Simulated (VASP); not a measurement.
# SnTe (P6_3/mmc) in VASP: notebook

Aim: see how the results for SnTe move with the level of theory and the settings. Levels: PBE, r2SCAN. Tasks: single point.

Everything below comes from runs of VASP 6.6.1. Logs are shortened: lines on timing, memory, paths and dates and some standing lists are left out, and cuts for length are marked.

### 1 The cell of the first run

Symmetry: P6_3/mmc, No. 194, hexagonal system. Conventional cell: a = 5.526 Å, b = 5.526 Å, c = 6.599 Å, α = 90.00°, β = 90.00°, γ = 120.00°. Within 4.2 Å of Sn (site symmetry -6m2) lie 5 Te at 3.19 to 3.30 Å. Within 4.2 Å of Te (site symmetry -6m2) lie 5 Sn at 3.19 to 3.30 Å.

### 2 Single point, PBE (43.63 Å³/atom)

INCAR

```
PREC = Accurate ; ENCUT = 520
EDIFF = 1E-6 ; ISMEAR = 0
SIGMA = 0.01 ; LREAL = F
LASPH = T ; NELM = 100
ALGO = Normal ; ISIF = 2
LWAVE = F ; LCHARG = T
GGA = PE ; LELF = T
LVHAR = T ; NBANDS = 28
```

KPOINTS

```
regular mesh
0
Gamma
  6 6 4
```

POSCAR

```
SnTe
1.0
    5.5257893965      0.0000000000      0.0000000000
   -2.7628946982      4.7854739933      0.0000000000
    0.0000000000      0.0000000000      6.5992634247
Sn Te
2 2
Direct
    0.3333333333      0.6666666667      0.2500000000
    0.6666666667      0.3333333333      0.7500000000
    0.6666666667      0.3333333333      0.2500000000
    0.3333333333      0.6666666667      0.7500000000
```

Potentials or basis: VASP PAW PBE potentials, release 64 (Sn_d, Te).

Started as:

```console
$ cat potpaw_PBE.64/Sn_d/POTCAR potpaw_PBE.64/Te/POTCAR > POTCAR
$ mpirun -np 1 vasp_std > vasp.out
```

OUTCAR:

```text
PREC = Accurate
   ENCUT = 520
   EDIFF = 1E-6
   ISMEAR = 0
   LREAL = F
   LASPH = T
   NELM = 100
   ISIF = 2
   GGA = PE

 ion  position               nearest neighbor table
   1  0.333  0.667  0.250-   3 3.19   3 3.19   3 3.19   4 3.30   4 3.30
   2  0.667  0.333  0.750-   4 3.19   4 3.19   4 3.19   3 3.30   3 3.30
   3  0.667  0.333  0.250-   1 3.19   1 3.19   1 3.19   2 3.30   2 3.30
   4  0.333  0.667  0.750-   2 3.19   2 3.19   2 3.19   1 3.30   1 3.30

  LATTYP: Found a hexagonal cell.
 ALAT       =     5.5257893965
 C/A-ratio  =     1.1942661855

  Lattice vectors:

 A1 = (   5.5257893965,   0.0000000000,   0.0000000000)
 A2 = (  -2.7628946982,   4.7854739933,   0.0000000000)
 A3 = (   0.0000000000,   0.0000000000,   6.5992634247)

Analysis of symmetry for initial positions (statically):
=====================================================================
 Subroutine PRICEL returns:
 Original cell was already a primitive cell.

 Routine SETGRP: Setting up the symmetry group for a
 hexagonal supercell.

 Subroutine GETGRP returns: Found 24 space group operations
 (whereof 12 operations were pure point group operations)
 out of a pool of 24 trial point group operations.

The static configuration has the point symmetry D_3d.
 The point group associated with its full space group is D_6h.

Analysis of symmetry for dynamics (positions and initial velocities):
=====================================================================
 Subroutine PRICEL returns:
 Original cell was already a primitive cell.

 Routine SETGRP: Setting up the symmetry group for a
 hexagonal supercell.

 Subroutine GETGRP returns: Found 24 space group operations
 (whereof 12 operations were pure point group operations)
 out of a pool of 24 trial point group operations.

The dynamic configuration has the point symmetry D_3d.
 The point group associated with its full space group is D_6h.

 Subroutine INISYM returns: Found 24 space group operations
 (whereof 12 operations are pure point group operations),
 and found     1 'primitive' translations

----------------------------------------------------------------------------------------

                                     Primitive cell

  volume of cell :     174.5078

  direct lattice vectors                    reciprocal lattice vectors
     5.525789396  0.000000000  0.000000000     0.180969619  0.104482858  0.000000000
    -2.762894698  4.785473993  0.000000000     0.000000000  0.208965716  0.000000000
     0.000000000  0.000000000  6.599263425     0.000000000  0.000000000  0.151532063

  length of vectors
     5.525789396  5.525789396  6.599263425     0.208965716  0.208965716  0.151532063

  position of ions in fractional coordinates (direct lattice)
     0.333333333  0.666666667  0.250000000
     0.666666667  0.333333333  0.750000000
     0.666666667  0.333333333  0.250000000
     0.333333333  0.666666667  0.750000000

  ion indices of the primitive-cell ions
   primitive index   ion index
                 1           1
                 2           2
                 3           3
                 4           4

----------------------------------------------------------------------------------------

 KPOINTS: regular mesh

Automatic generation of k-mesh.
 Grid dimensions read from file:
 generate k-points for:    6    6    4

 Generating k-lattice:

  Cartesian coordinates                     Fractional coordinates (reciprocal lattice)
     0.030161603  0.017413810  0.000000000     0.166666667 -0.000000000  0.000000000
     0.000000000  0.034827619  0.000000000     0.000000000  0.166666667  0.000000000
     0.000000000  0.000000000  0.037883016     0.000000000  0.000000000  0.250000000

  Length of vectors
     0.034827619  0.034827619  0.037883016

  Shift w.r.t. Gamma in fractional coordinates (k-lattice)
     0.000000000  0.000000000  0.000000000

 Subroutine IBZKPT returns following result:
 ===========================================

 Found     21 irreducible k-points:

 Following reciprocal coordinates:
            Coordinates               Weight
  0.000000  0.000000  0.000000      1.000000
  0.166667  0.000000  0.000000      6.000000
  0.333333  0.000000  0.000000      6.000000
  0.500000 -0.000000  0.000000      3.000000
  0.166667  0.166667  0.000000      6.000000
  0.333333  0.166667  0.000000     12.000000
[... 13 lines left out ...]
  0.333333  0.166667  0.500000     12.000000
  0.333333  0.333333  0.500000      2.000000
   k-points           NKPTS =     21   k-points in BZ     NKDIM =     21   number of bands    NBANDS=     28
   number of dos      NEDOS =    301   number of ions     NIONS =      4
   total plane-waves  NPLWV =  88200
   dimension x,y,z NGX =    42 NGY =   42 NGZ =   50
   dimension x,y,z NGXF=    84 NGYF=   84 NGZF=  100
   ions per type =               2   2
   NGX,Y,Z   is equivalent  to a cutoff of  12.64, 12.64, 12.60 a.u.
   NGXF,Y,Z  is equivalent  to a cutoff of  25.27, 25.27, 25.19 a.u.
 SYSTEM =  unknown system
   PREC   = accura    normal or accurate (medium, high low for compatibility)
   ISTART =      0    job   : 0-new  1-cont  2-samecut
   ICHARG =      2    charge: 1-file 2-atom 10-const
   ISPIN  =      1    spin polarized calculation?
   LNONCOLLINEAR =      F non collinear calculations
   LSORBIT =      F    spin-orbit coupling
   LASPH  =      T    aspherical Exc in radial PAW
   ENCUT  =  520.0 eV  38.22 Ry    6.18 a.u.  10.27 10.27 12.27*2*pi/ulx,y,z
   NELM   =    100;   NELMIN=  2; NELMDL= -5     # of ELM steps
   EDIFF  = 0.1E-05   stopping-criterion for ELM
   LREAL  =      F    real-space projection
   EDIFFG = 0.1E-04   stopping-criterion for IOM
   NSW    =      0    number of steps for IOM
   IBRION =     -1    ionic relax: 0-MD 1-quasi-New 2-CG
   NFREE  =      0    steps in history (QN), initial steepest desc. (CG)
   ISIF   =      2    stress and relaxation
   ISYM   =      2    0-nonsym 1-usesym 2-fastsym
   POTIM  = 0.5000    time-step for ionic-motion
   TEBEG  =    0.0;   TEEND  =   0.0 temperature during run
   PSTRESS=    0.0 pullay stress
   NELECT =      40.0000    total number of electrons
   NUPDOWN=      -1.0000    fix difference up-down
   EMIN   =  10.00;   EMAX   =-10.00  energy-range for DOS
   EFERMI =   0.00;   METHOD = LEGACY
   ISMEAR =     0;   SIGMA  =   0.01  broadening in eV -4-tet -1-fermi 0-gaus
   EFERMI_NEDOS =   21; number of points for ismear=-14 and -15
   IALGO  =     38    algorithm
   IMIX   =      4    mixing-type and parameters
     AMIX     =   0.40;   BMIX     =  1.00
     AMIX_MAG =   1.60;   BMIX_MAG =  1.00
  volume/ion in A,a.u.               =      43.63       294.41
  Fermi-wavevector in a.u.,A,eV,Ry     =   1.001897  1.893312 13.657506  1.003798
  Thomas-Fermi vector in A             =   2.134349
   LORBIT       =      0    0 simple, 1 ext, 2 COOP (PROOUT), +10 PAW based schemes
   GGA     = PE    functional components
   LHFCALC =     F    Hartree Fock is set to
   AEXX    =    0.0000 exact exchange contribution
   IVDW    =     0    specifies the selected vdW correction
   LEPSILON=     F    determine dielectric tensor
   LRPA    =     F    only Hartree local field effects (RPA)
 non-spin polarized calculation
 Gauss-broadening in eV      SIGMA  =   0.01
  energy-cutoff  :      520.00
  volume of cell :      174.51
 maximum number of plane-waves:      4740
 NGX is ok and might be reduce to    42
   NGX = 21   NGY = 21   NGZ = 25

 number of electron      40.0000019 magnetization

 Free energy of the ion-electron system (eV)
  ---------------------------------------------------
  ext. energy  EPLUGINS =         0.00000000
  ---------------------------------------------------
  free energy    TOTEN  =       -14.61468244 eV

  energy without entropy =      -14.61468244  energy(sigma->0) =      -14.61468244

 E-fermi :   3.7050     XC(G=0):  -7.7729

 val. band max:        3.6213923644   @ k =   0.3333   0.3333   0.5000
 cond. band min:       4.2109855823   @ k =   0.3333   0.3333   0.5000
 fundamental gap:      0.5895932178
 Fermi energy:         3.7049631338

 k-point     1 :       0.0000    0.0000    0.0000
  band No.  band energies     occupation
      1     -18.1365      2.00000
      2     -18.1365      2.00000
      3     -18.1362      2.00000
      4     -18.1362      2.00000
      5     -18.1356      2.00000
      6     -18.1310      2.00000
[... 20 lines left out ...]
     27       8.5100      0.00000
     28       8.5100      0.00000

 k-point     2 :       0.1667    0.0000    0.0000
  band No.  band energies     occupation
      1     -18.1379      2.00000
      2     -18.1365      2.00000
      3     -18.1364      2.00000
      4     -18.1358      2.00000
      5     -18.1337      2.00000
      6     -18.1312      2.00000
[... 20 lines left out ...]
     27       8.4989      0.00000
     28       8.5106      0.00000

 k-point     3 :       0.3333    0.0000    0.0000
  band No.  band energies     occupation
      1     -18.1390      2.00000
      2     -18.1369      2.00000
      3     -18.1362      2.00000
      4     -18.1350      2.00000
      5     -18.1316      2.00000
      6     -18.1315      2.00000
[... 20 lines left out ...]
     27       8.1272      0.00000
     28       8.6021      0.00000

 k-point     4 :       0.5000   -0.0000    0.0000
  band No.  band energies     occupation
      1     -18.1394      2.00000
      2     -18.1371      2.00000
      3     -18.1361      2.00000
      4     -18.1347      2.00000
      5     -18.1316      2.00000
      6     -18.1303      2.00000
[... 485 lines left out ...]
     27       9.6890      0.00000
     28       9.6890      0.00000

 k-point    20 :       0.3333    0.1667    0.5000
  band No.  band energies     occupation
      1     -18.1370      2.00000
      2     -18.1370      2.00000
      3     -18.1357      2.00000
      4     -18.1357      2.00000
      5     -18.1314      2.00000
      6     -18.1314      2.00000
[... 20 lines left out ...]
     27       8.7973      0.00000
     28       8.7973      0.00000

 k-point    21 :       0.3333    0.3333    0.5000
  band No.  band energies     occupation
      1     -18.1370      2.00000
      2     -18.1370      2.00000
      3     -18.1355      2.00000
      4     -18.1355      2.00000
      5     -18.1314      2.00000
      6     -18.1314      2.00000
[... 20 lines left out ...]
     27       8.4427      0.00000
     28       8.4427      0.00000

------------------------ aborting loop because EDIFF is reached ----------------------------------------

  FORCE on cell =-STRESS in cart. coord.  units (eV):
  Direction    XX          YY          ZZ          XY          YZ          ZX
  --------------------------------------------------------------------------------------
  -------------------------------------------------------------------------------------
  Total       -1.6646212     -1.6646212     -1.7490093     -0.0000000     -0.0000000      0.0000000
  in kB      -15.2830928    -15.2830928    -16.0578702     -0.0000000     -0.0000000      0.0000000
  external PRESSURE =     -15.5413520 kB  Pullay stress =       0.0000000 kB

 VOLUME and BASIS-vectors are now :
 -----------------------------------------------------------------------------
  energy-cutoff  :      520.00
  volume of cell :      174.51
      direct lattice vectors                 reciprocal lattice vectors
     5.525789396  0.000000000  0.000000000     0.180969619  0.104482858  0.000000000
    -2.762894698  4.785473993  0.000000000     0.000000000  0.208965716  0.000000000
     0.000000000  0.000000000  6.599263425     0.000000000  0.000000000  0.151532063

 POSITION                                       TOTAL-FORCE (eV/Angst)
 -----------------------------------------------------------------------------------
     -0.00000      3.19032      1.64982        -0.000000      0.000000     -0.000000
      2.76289      1.59516      4.94945         0.000000      0.000000     -0.000000
      2.76289      1.59516      1.64982        -0.000000      0.000000      0.000000
     -0.00000      3.19032      4.94945         0.000000     -0.000000      0.000000
 -----------------------------------------------------------------------------------
    total drift:                               -0.000000      0.000000     -0.000000

  FREE ENERGIE OF THE ION-ELECTRON SYSTEM (eV)
  ---------------------------------------------------
  free  energy   TOTEN  =       -14.6146824404 eV

  energy  without entropy=      -14.6146824404  energy(sigma->0) =      -14.61468244
```

Run time: 44 s. Hardware: 1 thread of Intel Xeon 6975P-C (Granite Rapids), shared host; peak memory 0.33 GiB.

Results:

```
Free energy            : -14.6147 eV
Pressure               : -1.6 GPa
Band gap on the k mesh : 0.59 eV
```

Caveat: spin-orbit coupling is left out, which moves the levels of the heavy elements.

### 3 Single point, r2SCAN (37.95 Å³/atom)

This run uses another cell than the first one, of 37.95 Å³/atom.

POSCAR

```
SnTe
1.0
    5.2779130355      0.0000000000      0.0000000000
   -2.6389565177      4.5708067678      0.0000000000
    0.0000000000      0.0000000000      6.2927933985
Sn Te
2 2
Direct
    0.3333333333      0.6666666667      0.2500000000
    0.6666666667      0.3333333333      0.7500000000
    0.6666666667      0.3333333333      0.2500000000
    0.3333333333      0.6666666667      0.7500000000
```

INCAR.step1

```
PREC = Accurate ; ENCUT = 520
ISMEAR = 0 ; SIGMA = 0.01
LREAL = F ; LASPH = T
NELM = 100 ; NBANDS = 28
GGA = PE ; ALGO = Normal
EDIFF = 1E-4 ; LWAVE = T
LCHARG = F
```

INCAR.step2

```
PREC = Accurate ; ENCUT = 520
EDIFF = 1E-6 ; ISMEAR = 0
SIGMA = 0.01 ; LREAL = F
LASPH = T ; NELM = 100
ALGO = Normal ; ISIF = 2
LWAVE = F ; LCHARG = T
METAGGA = R2SCAN ; LMIXTAU = T
LELF = T ; LVHAR = T
NBANDS = 28 ; ISTART = 1
```

KPOINTS

```
Automatic mesh
0
Gamma
  6 6 4
```

Potentials or basis: VASP PAW PBE potentials, release 64 (Sn_d, Te).

Started as:

```console
$ cat potpaw_PBE.64/Sn_d/POTCAR potpaw_PBE.64/Te/POTCAR > POTCAR
$ cp INCAR.step1 INCAR
$ mpirun -np 1 vasp_std > vasp.out
$ cp INCAR.step2 INCAR
$ mpirun -np 1 vasp_std > vasp.out
```

OUTCAR:

```text
PREC = Accurate
   ENCUT = 520
   EDIFF = 1E-6
   ISMEAR = 0
   LREAL = F
   LASPH = T
   NELM = 100
   ISIF = 2
   METAGGA = R2SCAN
   ISTART = 1

 ion  position               nearest neighbor table
   1  0.333  0.667  0.250-   3 3.05   3 3.05   3 3.05   4 3.15   4 3.15
   2  0.667  0.333  0.750-   4 3.05   4 3.05   4 3.05   3 3.15   3 3.15
   3  0.667  0.333  0.250-   1 3.05   1 3.05   1 3.05   2 3.15   2 3.15
   4  0.333  0.667  0.750-   2 3.05   2 3.05   2 3.05   1 3.15   1 3.15

[... 848 lines left out ...]
  Direction    XX          YY          ZZ          XY          YZ          ZX
  --------------------------------------------------------------------------------------
  -------------------------------------------------------------------------------------
  Total        2.1502654      2.1502654      2.2946282      0.0000000      0.0000000      0.0000000
  in kB       22.6936358     22.6936358     24.2172234      0.0000000      0.0000000      0.0000000
  external PRESSURE =      23.2014984 kB  Pullay stress =       0.0000000 kB

 VOLUME and BASIS-vectors are now :
 -----------------------------------------------------------------------------
  energy-cutoff  :      520.00
  volume of cell :      151.81
      direct lattice vectors                 reciprocal lattice vectors
     5.277913036  0.000000000  0.000000000     0.189468829  0.109389879  0.000000000
    -2.638956518  4.570806768  0.000000000     0.000000000  0.218779758  0.000000000
     0.000000000  0.000000000  6.292793398     0.000000000  0.000000000  0.158911939

 POSITION                                       TOTAL-FORCE (eV/Angst)
 -----------------------------------------------------------------------------------
     -0.00000      3.04720      1.57320        -0.000000      0.000000      0.000000
      2.63896      1.52360      4.71960         0.000000     -0.000000     -0.000000
      2.63896      1.52360      1.57320         0.000000      0.000000     -0.000000
     -0.00000      3.04720      4.71960        -0.000000     -0.000000     -0.000000
 -----------------------------------------------------------------------------------
    total drift:                                0.000000      0.000000     -0.000000

  FREE ENERGIE OF THE ION-ELECTRON SYSTEM (eV)
  ---------------------------------------------------
  free  energy   TOTEN  =      -100.6974310233 eV

  energy  without entropy=     -100.6974310233  energy(sigma->0) =     -100.69743102
```

OUTCAR.step1:

```text
PREC = Accurate
   ENCUT = 520
   ISMEAR = 0
   LREAL = F
[... 877 lines left out ...]
     -0.00000      3.04720      1.57320         0.000000     -0.000000      0.000000
      2.63896      1.52360      4.71960        -0.000000      0.000000      0.000000
      2.63896      1.52360      1.57320        -0.000000     -0.000000     -0.000000
     -0.00000      3.04720      4.71960         0.000000      0.000000     -0.000000
 -----------------------------------------------------------------------------------
    total drift:                                0.000000      0.000000     -0.000000

  FREE ENERGIE OF THE ION-ELECTRON SYSTEM (eV)
  ---------------------------------------------------
  free  energy   TOTEN  =       -14.5500772317 eV

  energy  without entropy=      -14.5500772317  energy(sigma->0) =      -14.55007723
```

OSZICAR.step1:

```text
N       E                     dE             d eps       ncg     rms          rms(c)
DAV:   1     0.334337680302E+03    0.33434E+03   -0.18666E+04  1180   0.160E+03
DAV:   2     0.296323520018E+02   -0.30471E+03   -0.29717E+03  1192   0.404E+02
DAV:   3    -0.126189428005E+02   -0.42251E+02   -0.41226E+02  1444   0.144E+02
DAV:   4    -0.146462264318E+02   -0.20273E+01   -0.20184E+01  1376   0.320E+01
DAV:   5    -0.147160828848E+02   -0.69856E-01   -0.69846E-01  1668   0.625E+00    0.727E+00
DAV:   6    -0.145573197946E+02    0.15876E+00   -0.32511E-01  1368   0.281E+00    0.478E+00
DAV:   7    -0.145511038538E+02    0.62159E-02   -0.19564E-01  1472   0.154E+00    0.714E-01
DAV:   8    -0.145482448365E+02    0.28590E-02   -0.28672E-02  1268   0.950E-01    0.545E-01
DAV:   9    -0.145500376265E+02   -0.17928E-02   -0.37160E-03  1216   0.330E-01    0.308E-01
DAV:  10    -0.145498856241E+02    0.15200E-03   -0.47424E-04  1196   0.159E-01    0.109E-01
DAV:  11    -0.145500688092E+02   -0.18319E-03   -0.27697E-04  1020   0.629E-02    0.107E-01
DAV:  12    -0.145500772317E+02   -0.84225E-05   -0.30897E-05   856   0.273E-02
   1 F= -.14550077E+02 E0= -.14550077E+02  d E =-.429489E-29
```

Wall time 2.1 min (1 thread of Intel Xeon 6975P-C (Granite Rapids), shared host); peak memory 0.32 GiB.

Results:

- Free energy: -100.6974 eV
- Pressure: 2.3 GPa
- Band gap on the k mesh: 0.25 eV (least direct gap 0.36 eV)

Levels at points of the mesh, in eV from the valence-band top:
```tsv
k point	band 18	band 19	band 20	band 21	band 22	band 23
(0.00, 0.00, 0.00)	-2.65	-2.65	-2.62	0.29	0.29	2.17
(0.50, 0.00, 0.00)	-3.10	-2.91	-0.86	1.81	2.85	3.37
(0.00, 0.00, 0.50)	-3.50	-1.99	-1.99	0.87	0.87	0.87
(0.50, 0.00, 0.50)	-2.59	-1.10	-1.10	0.52	0.52	2.47
```

Caveat: the PAW data sets were made with another functional, which shifts forces and pressure a little; spin-orbit coupling is left out, which moves the levels of the heavy elements. A k mesh can miss the band edges.

(Part 1 of 2 ends here.)
